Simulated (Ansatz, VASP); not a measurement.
## Pb in VASP and in Ansatz

The input INCAR:

```
SYSTEM = Pb
ALGO = Normal
EDIFF = 1E-8
ENCUT = 520
GGA = CA
ISIF = 2
ISMEAR = -1
LASPH = .TRUE.
LCHARG = .FALSE.
LEFG = .TRUE.
LREAL = .FALSE.
LWAVE = .FALSE.
NBANDS = 21
NELM = 60
PREC = Accurate
SIGMA = 0.05
```

Contents of KPOINTS:

```
k-points
0
G
  8 8 8
  0 0 0
```

File POSCAR:

```
Pb
1.0
    0.0000000000      3.4159188228      3.4159188228
    3.4159188228      0.0000000000      3.4159188228
    3.4159188228      3.4159188228      0.0000000000
Pb
2
Direct
    0.0000000000      0.0000000000      0.0000000000
    0.2500000000      0.2500000000      0.2500000000
```

Input for Ansatz:

```yaml
crystal:
  lattice:
    - [0.0, 3.4159188228, 3.4159188228]
    - [3.4159188228, 0.0, 3.4159188228]
    - [3.4159188228, 3.4159188228, 0.0]
  atoms:
    - { symbol: Pb, position: [0.0, 0.0, 0.0] }
    - { symbol: Pb, position: [0.25, 0.25, 0.25] }
kpoints:
  mp_grid: { grid: [8, 8, 8] }
scf:
  occupations: { method: fermi_dirac, width: 0.05 }
hamiltonian:
  xc: lda
  pseudopotentials: { kind: paw }
output:
  forces: true
  stress: true
  eigenvalues: true
  efg: { contact_densities: true }
```

Change from the starting cell: volume scaled by 0.98, PAW files.

Alike in both runs: task electric field gradients; functional LDA; k mesh 8 × 8 × 8; occupations fermi-dirac, width 0.05 eV; no spin polarisation.

```csv
,VASP,Ansatz
version,VASP 6.6.1,Ansatz 0.2.0
potentials or method,"VASP PAW LDA potentials, release 64 (Pb_d)","PAW with Ansatz's default frozen-core files, scalar-relativistic"
plane-wave cutoff (eV),520,420
valence electrons in the cell,28,28
```

```csv
,VASP,Ansatz,Ansatz less VASP
pressure (GPa),-0.1,-0.1,-0.03
```

LDA's correlation is that of Perdew and Zunger in VASP and of Perdew and Wang (1992) in Ansatz.

Spin-orbit coupling is off throughout.
